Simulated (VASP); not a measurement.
The system is Cr.

```
Cr
1.0
     2.56926    0.00000    0.00000
    -1.28463    2.22504    0.00000
     0.00000    0.00000    4.19560
Cr
2
Direct
  0.33333 0.66667 0.25000
  0.66667 0.33333 0.75000
```

- Program: VASP 6.6.1
- Task: relaxation of cell and atoms
- Functional: RPBE
- Potentials or basis: VASP PAW PBE potentials, release 64 (Cr_pv)
- Cutoff: 600 eV
- k mesh: 14 × 14 × 8
- Occupations: fermi-dirac, width 0.1 eV
- Spin: no spin polarisation

At the start: pressure 3.1 GPa; volume 11.99 Å³/atom.

Where does the relaxation end?

Over 11 steps the energy falls by 40.5 meV/atom and the volume is 12.17 Å³/atom (+1.5 %); space group P6_3/mmc (No. 194, to 0.05 Å).

Step by step:
```csv
step,energy change (eV),largest force (eV/Å),pressure (GPa),volume (Å³)
1,0.0000,0.0000,3.05,23.99
2,-0.0481,0.0000,-4.06,24.77
3,-0.0529,0.0000,-6.52,25.09
4,-0.0735,0.0000,-4.52,24.86
5,-0.0750,0.0000,-3.84,24.79
6,-0.0806,0.0000,-1.18,24.46
7,-0.0810,0.0000,0.22,24.31
8,-0.0810,0.0000,-0.04,24.34
9,-0.0810,0.0000,-0.11,24.35
10,-0.0810,0.0000,-0.09,24.35
11,-0.0810,0.0000,-0.01,24.34
```

Final structure:
```
Cr
1.0
     2.50461    0.00000    0.00000
    -1.25230    2.16905    0.00000
     0.00000    0.00000    4.47961
Cr
2
Direct
  0.33333 0.66667 0.25000
  0.66667 0.33333 0.75000
```

Caveat: the PAW data sets were made with another functional, which shifts forces and pressure a little; the run has no spin polarisation, though such a crystal can be magnetic.
